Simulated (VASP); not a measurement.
Wanted: the native input for a VASP 6.6.1 run.

| Quantity | Value |
| --- | --- |
| Task | single point |
| Functional | r2SCAN |
| Potentials or basis | VASP PAW PBE potentials, release 64 (Si, Ge_d) |
| Cutoff | 520 eV |
| k mesh | 6 × 6 × 4 |
| Occupations | fermi-dirac, width 0.02 eV |
| Spin | no spin polarisation |
| Dipole correction | no |
| Further INCAR settings | ALGO = Normal; EDIFF = 1e-06; NBANDS = 31 |

SiGe3:

```
Si Ge
1.0
     3.96991    0.00000    0.00000
     0.00000    3.96991    0.00000
     0.00000    0.00000    5.59395
Si Ge
1 3
Direct
  0.00000 0.00000 0.00000
  0.00000 0.50000 0.24429
  0.50000 0.50000 0.50000
  0.50000 0.00000 0.75571
```

These files were run (other wordings do the same):

POSCAR

```
SiGe3
1.0
    3.9699077038      0.0000000000      0.0000000000
    0.0000000000      3.9699077038      0.0000000000
    0.0000000000      0.0000000000      5.5939547077
Si Ge
1 3
Direct
    0.0000000000      0.0000000000      0.0000000000
    0.0000000000      0.5000000000      0.2442925744
    0.5000000000      0.5000000000      0.5000000000
    0.5000000000      0.0000000000      0.7557074256
```

INCAR.step1

```
PREC = Accurate
ENCUT = 520
ISMEAR = -1
SIGMA = 0.02
LREAL = False
LASPH = True
NELM = 100
NBANDS = 31
GGA = PE
ALGO = Normal
EDIFF = 1E-4
LWAVE = True
LCHARG = False
```

INCAR.step2

```
PREC = Accurate
ENCUT = 520
EDIFF = 1E-6
ISMEAR = -1
SIGMA = 0.02
LREAL = False
LASPH = True
NELM = 100
ALGO = Normal
ISIF = 2
LWAVE = False
LCHARG = False
METAGGA = R2SCAN
LMIXTAU = True
NBANDS = 31
ISTART = 1
```

KPOINTS

```
regular mesh
0
Gamma
  6 6 4
```

Potentials or basis: VASP PAW PBE potentials, release 64 (Si, Ge_d).

The run is started by

```sh
$ cat potpaw_PBE.64/Si/POTCAR potpaw_PBE.64/Ge_d/POTCAR > POTCAR
$ cp INCAR.step1 INCAR
$ mpirun -np 1 vasp_std > vasp.out
$ cp INCAR.step2 INCAR
$ mpirun -np 1 vasp_std > vasp.out
```

Results of the run:

```
Pressure               : 0.0 GPa
Largest force          : 0.012 eV/Å
Band gap on the k mesh : 0.55 eV, indirect (least direct gap 0.90 eV)
```

Caveat: the PAW data sets were made with another functional, which shifts forces and pressure a little.

Wall time 110 s on 1 thread of Intel(R) Xeon(R) 6975P-C (Granite Rapids), with other jobs on the host, peak memory 0.22 GiB.
